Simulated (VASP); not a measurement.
# Se (P4_2/mmc) in VASP: a series of runs, part 2 of 2

VASP 6.6.1.

**4. Single point, PBE**

This run uses another cell than the first one, of 27.08 Å³/atom, 0.934 times its volume.

File INCAR:

```
ALGO = Normal
EDIFF = 1E-6
ENCUT = 520
GGA = PE
ISIF = 2
ISMEAR = 0
LASPH = True
LCHARG = True
LELF = True
LREAL = False
LVHAR = True
LWAVE = False
NBANDS = 27
NELM = 100
PREC = Accurate
SIGMA = 0.1
```

File KPOINTS:

```
k-points
0
Gamma
  4 4 4
```

File POSCAR:

```
Se
1.0
    5.5764038825      0.0000000000      0.0000000000
    0.0000000000      5.5764038825      0.0000000000
    0.0000000000      0.0000000000      5.2243508339
Se
6
Direct
    0.0000000000      0.0000000000      0.7500000000
    0.0000000000      0.0000000000      0.2500000000
    0.2037054189      0.5000000000      0.0000000000
    0.5000000000      0.2037054189      0.5000000000
    0.5000000000      0.7962945811      0.5000000000
    0.7962945811      0.5000000000      0.0000000000
```

Run with:

```sh
> cat potpaw_PBE.64/Se/POTCAR > POTCAR
> mpirun -np 1 vasp_std > vasp.out
```

Run time: 86 s. Hardware: 1 thread of Intel Xeon Platinum 8175M at 2.50GHz (Skylake/Cascade Lake), shared host; peak memory 0.25 GiB.

The run converged. Its results:

```
Free energy            : -17.3622 eV
Pressure               : 0.2 GPa
Largest force          : 0.049 eV/Å
Band gap on the k mesh : zero (band 18 reaches 2.80 eV, above the bottom of band 19 at 2.02 eV)
```

Forces in eV/Å, atoms in the order of the input:
```
Se   0.000  0.000  0.000
Se   0.000  0.000  0.000
Se   0.049  0.000  0.000
Se   0.000  0.049  0.000
Se   0.000 -0.049  0.000
Se  -0.049  0.000  0.000
```

Levels at points of the mesh, in eV from the Fermi level:
```csv
k point,band 14,band 15,band 16,band 17,band 18,band 19,band 20,band 21,band 22,band 23
"(0.00, 0.00, 0.00)",-1.51,-1.30,-1.30,-0.39,-0.39,0.49,0.50,0.50,4.64,4.64
"(0.50, 0.00, 0.00)",-2.23,-1.10,-0.79,-0.65,-0.42,-0.19,0.61,0.70,1.08,4.49
"(0.50, 0.50, 0.00)",-2.99,-2.43,-1.50,0.01,0.01,0.53,0.73,0.73,1.25,1.60
"(0.00, 0.00, 0.50)",-2.02,-0.91,-0.91,-0.67,-0.67,-0.27,-0.27,0.86,0.86,4.59
"(0.50, 0.00, 0.50)",-2.16,-1.98,-1.03,-1.01,-0.39,0.11,0.81,0.98,0.98,1.60
"(0.50, 0.50, 0.50)",-1.67,-1.16,-1.16,-0.76,-0.76,-0.70,-0.70,0.37,0.37,1.69
```

**5. Single point, PBE**

File INCAR:

```
PREC = Accurate
ENCUT = 520
EDIFF = 1E-7
ISMEAR = 0
SIGMA = 0.1
LREAL = F
LASPH = T
NELM = 100
ALGO = Normal
ISIF = 2
LWAVE = F
LCHARG = T
GGA = PE
LELF = T
LVHAR = T
NBANDS = 27
```

File KPOINTS:

```
Automatic mesh
0
Gamma
  8 8 8
```

File POSCAR:

```
Se
1.0
    5.9016487716      0.0000000000      0.0000000000
    0.0000000000      5.9016487716      0.0000000000
    0.0000000000      0.0000000000      4.9923025880
Se
6
Direct
    0.0000000000      0.0000000000      0.7500000000
    0.0000000000      0.0000000000      0.2500000000
    0.1903617556      0.5000000000      0.0000000000
    0.5000000000      0.1903617556      0.5000000000
    0.5000000000      0.8096382444      0.5000000000
    0.8096382444      0.5000000000      0.0000000000
```

Potentials or basis: VASP PAW PBE potentials, release 64 (Se).

Run with:

```sh
> cat potpaw_PBE.64/Se/POTCAR > POTCAR
> mpirun -np 1 vasp_std > vasp.out
```

OUTCAR:

```text
PREC = Accurate
   ENCUT = 520
   EDIFF = 1E-7
   ISMEAR = 0
   LREAL = F
   LASPH = T
   NELM = 100
   ISIF = 2
   GGA = PE

 ion  position               nearest neighbor table
   1  0.000  0.000  0.750-   2 2.50   2 2.50
   2  0.000  0.000  0.250-   1 2.50   1 2.50
   3  0.190  0.500  0.000-   6 2.25
   4  0.500  0.190  0.500-   5 2.25
   5  0.500  0.810  0.500-   4 2.25
   6  0.810  0.500  0.000-   3 2.25

  LATTYP: Found a simple tetragonal cell.
 ALAT       =     5.9016487716
 C/A-ratio  =     0.8459165872

  Lattice vectors:

 A1 = (   5.9016487716,   0.0000000000,   0.0000000000)
 A2 = (   0.0000000000,   5.9016487716,   0.0000000000)
 A3 = (   0.0000000000,   0.0000000000,   4.9923025880)

Analysis of symmetry for initial positions (statically):
=====================================================================
 Subroutine PRICEL returns:
 Original cell was already a primitive cell.

 Routine SETGRP: Setting up the symmetry group for a
 simple tetragonal supercell.

 Subroutine GETGRP returns: Found 16 space group operations
 (whereof  8 operations were pure point group operations)
 out of a pool of 16 trial point group operations.

The static configuration has the point symmetry D_2h.
 The point group associated with its full space group is D_4h.

Analysis of symmetry for dynamics (positions and initial velocities):
=====================================================================
 Subroutine PRICEL returns:
 Original cell was already a primitive cell.

 Routine SETGRP: Setting up the symmetry group for a
 simple tetragonal supercell.

 Subroutine GETGRP returns: Found 16 space group operations
 (whereof  8 operations were pure point group operations)
 out of a pool of 16 trial point group operations.

The dynamic configuration has the point symmetry D_2h.
 The point group associated with its full space group is D_4h.

[... 121 lines left out ...]
   ISMEAR =     0;   SIGMA  =   0.10  broadening in eV -4-tet -1-fermi 0-gaus
   EFERMI_NEDOS =   21; number of points for ismear=-14 and -15
   IALGO  =     38    algorithm
   IMIX   =      4    mixing-type and parameters
     AMIX     =   0.40;   BMIX     =  1.00
     AMIX_MAG =   1.60;   BMIX_MAG =  1.00
  volume/ion in A,a.u.               =      28.98       195.57
  Fermi-wavevector in a.u.,A,eV,Ry     =   0.968486  1.830172 12.761777  0.937964
  Thomas-Fermi vector in A             =   2.098459
   LORBIT       =      0    0 simple, 1 ext, 2 COOP (PROOUT), +10 PAW based schemes
   GGA     = PE    functional components
   LHFCALC =     F    Hartree Fock is set to
   AEXX    =    0.0000 exact exchange contribution
   IVDW    =     0    specifies the selected vdW correction
   LEPSILON=     F    determine dielectric tensor
   LRPA    =     F    only Hartree local field effects (RPA)
 non-spin polarized calculation
 Gauss-broadening in eV      SIGMA  =   0.10
  energy-cutoff  :      520.00
  volume of cell :      173.88
 maximum number of plane-waves:      4716
 NGX is ok and might be reduce to    48
   NGX = 21   NGY = 21   NGZ = 19

 number of electron      36.0000000 magnetization

 Free energy of the ion-electron system (eV)
  ---------------------------------------------------
  ext. energy  EPLUGINS =         0.00000000
  ---------------------------------------------------
  free energy    TOTEN  =       -17.50813831 eV

  energy without entropy =      -17.47396025  energy(sigma->0) =      -17.49104928

 E-fermi :   2.1254     XC(G=0):  -8.6363

 val. band max:        2.1175643828   @ k =   0.5000   0.1250   0.0000
 cond. band min:       2.1375981844   @ k =   0.5000   0.5000   0.2500
 fundamental gap:      0.0200338016
 Fermi energy:         2.1254061246

 k-point     1 :       0.0000    0.0000    0.0000
  band No.  band energies     occupation
      1     -13.2085      2.00000
      2     -12.2656      2.00000
      3     -11.7568      2.00000
      4      -8.8574      2.00000
      5      -8.8574      2.00000
      6      -8.3119      2.00000
[... 709 lines left out ...]
     26       7.7752      0.00000
     27       9.6277      0.00000

 [... further k-points ...]
[... 5 lines left out ...]
  --------------------------------------------------------------------------------------
  -------------------------------------------------------------------------------------
  Total        0.0936019      0.0936019     -0.0062322      0.0000000      0.0000000      0.0000000
  in kB        0.8624774      0.8624774     -0.0574254      0.0000000      0.0000000      0.0000000
  external PRESSURE =       0.5558431 kB  Pullay stress =       0.0000000 kB

 VOLUME and BASIS-vectors are now :
 -----------------------------------------------------------------------------
  energy-cutoff  :      520.00
  volume of cell :      173.88
      direct lattice vectors                 reciprocal lattice vectors
     5.901648772  0.000000000  0.000000000     0.169444174  0.000000000  0.000000000
     0.000000000  5.901648772  0.000000000     0.000000000  0.169444174  0.000000000
     0.000000000  0.000000000  4.992302588     0.000000000  0.000000000  0.200308371

 POSITION                                       TOTAL-FORCE (eV/Angst)
 -----------------------------------------------------------------------------------
      0.00000      0.00000      3.74423         0.000000      0.000000      0.000000
      0.00000      0.00000      1.24808        -0.000000      0.000000      0.000000
      1.12345      2.95082      0.00000         0.044833     -0.000000      0.000000
      2.95082      1.12345      2.49615         0.000000      0.044833      0.000000
      2.95082      4.77820      2.49615         0.000000     -0.044833      0.000000
      4.77820      2.95082      0.00000        -0.044833     -0.000000      0.000000
 -----------------------------------------------------------------------------------
    total drift:                                0.000000      0.000000      0.000000

  FREE ENERGIE OF THE ION-ELECTRON SYSTEM (eV)
  ---------------------------------------------------
  free  energy   TOTEN  =       -17.5081383085 eV

  energy  without entropy=      -17.4739602462  energy(sigma->0) =      -17.49104928
```

Run time: 7.1 min. Hardware: 1 thread of Intel Xeon Platinum 8175M at 2.50GHz (Skylake/Cascade Lake), shared host; peak memory 0.44 GiB.

Results:

```yaml
Free_energy: -17.5081 eV
Pressure: 0.1 GPa
Largest_force: 0.045 eV/Å
Band_gap_on_the_k_mesh: zero (band 18 reaches 2.33 eV, above the bottom of band 19 at 1.62 eV)
```

Forces on the atoms (eV/Å):
```
Se   0.000  0.000  0.000
Se   0.000  0.000  0.000
Se   0.045  0.000  0.000
Se   0.000  0.045  0.000
Se   0.000 -0.045  0.000
Se  -0.045  0.000  0.000
```

Stress tensor (GPa, compression positive):
```
 0.09  0.00  0.00
 0.00  0.09  0.00
 0.00  0.00 -0.01
```

**6. Overview**

```csv
task,cell,k mesh,cutoff (eV),gap on the mesh (eV),pressure (GPa),relaxed volume (Å³/atom),largest force (eV/Å)
relaxation of cell and atoms,"relaxed from a = 5.902, b = 5.902, c = 4.992 Å, 6 atoms",6 × 6 × 8,600,none,0.0,28.16,0.01
relaxation of cell and atoms,"relaxed from a = 5.576, b = 5.576, c = 5.224 Å, 6 atoms",8 × 8 × 8,600,none,0.0,28.99,-
single point,"a = 5.576, b = 5.576, c = 5.224 Å, 6 atoms",4 × 4 × 4,520,none,0.2,-,0.05
single point,"a = 5.902, b = 5.902, c = 4.992 Å, 6 atoms",8 × 8 × 8,520,none,0.1,-,0.04
```

Alike in all rows: level PBE; potentials or basis VASP PAW PBE potentials, release 64 (Se); no spin polarisation; smearing gaussian 0.1 eV.

Absolute energies hang on the potentials; compare differences alone.
